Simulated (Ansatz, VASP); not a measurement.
# N in VASP and in Ansatz

```
CELL_PARAMETERS angstrom
6.04467 1.14359 1.14359
1.14359 6.04467 1.14359
1.14359 1.14359 6.04467
ATOMIC_POSITIONS crystal
N 0.00006 0.00006 0.00006
N 0.49994 0.99994 0.50006
N 0.50006 0.49994 0.99994
N 0.99994 0.50006 0.49994
```

Alike in both runs: task single point; functional PBEsol; k mesh 4 × 4 × 4; occupations gaussian, width 0.05 eV; collinear spin.

|  | VASP | Ansatz |
| --- | --- | --- |
| version | VASP 6.6.1 | Ansatz 0.2.0 |
| potentials or method | VASP PAW PBE potentials, release 64 (N), cutoff 520 eV | scalar-relativistic, plane waves, PAW |
| valence electrons in the cell | 20 | 20 |

VASP gave:

* gap on the k mesh at the Fermi level (eV): 2.68
* least direct gap on the mesh (eV): 2.68
* pressure (GPa): 0.2
* traceless stress, the component that is largest in VASP (GPa): -0.15
* net moment per atom (μB): 3.00
* size of the moment on the site where the two differ most (μB): 1.95

Q: Which values does Ansatz return?

A: gap on the k mesh at the Fermi level (eV): 2.68; least direct gap on the mesh (eV): 2.68; pressure (GPa): 0.3; traceless stress, the component that is largest in VASP (GPa): -0.15; net moment per atom (μB): 3.00; size of the moment on the site where the two differ most (μB): 2.87.

VASP's potentials were made for PBE, not for PBEsol. Site moments also hang on the region over which each program counts them.
